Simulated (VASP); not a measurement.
Runs of VASP 6.6.1 on Pd. The structure is that of space group Fd-3m (No. 227), or close to it. The cells are those of the table. This isn't the form of Pd at room conditions, which is fcc.

```tsv
task	cell	gap on the mesh (eV)	pressure (GPa)
single point	a = 3.909 Å, angles 60.0°, 2 atoms	none	(a)
single point	a = 3.788 Å, angles 60.0°, 2 atoms	none	19.1
relaxation of cell and atoms	relaxed to 5 GPa from a = 3.783 Å, angles 60.0°, 2 atoms	none	4.9
relaxation of cell and atoms	relaxed to 10 GPa from a = 3.783 Å, angles 60.0°, 2 atoms	none	10.0
single point	a = 3.862 Å, angles 60.0°, 2 atoms	none	9.5
relaxation of cell and atoms	relaxed from a = 3.783 Å, angles 60.0°, 2 atoms	none	-0.1
single point	a = 3.969 Å, angles 60.0°, 2 atoms	none	-0.2
relaxation of cell and atoms	relaxed to 20 GPa from a = 3.783 Å, angles 60.0°, 2 atoms	none	19.8
```

Alike in all rows: level LDA; potentials or basis VASP PAW LDA potentials, release 64 (Pd); no spin polarisation; k mesh 8 × 8 × 8; cutoff (eV) 500; smearing fermi-dirac 0.05 eV.

Problem. Fill in the values left out.

Solution. (a) 4.7.

Caveats: the cell stands under pressure (at least some runs); the cell is relaxed towards a set pressure, so the run minimises the enthalpy, not the energy (at least some runs); the relaxation stopped at its first step, so nothing moved (at least some runs).

A k mesh can miss the band edges, and the runs leave out spin-orbit coupling on Pd.

A gap of «none» marks levels without a gap at the run's occupations.
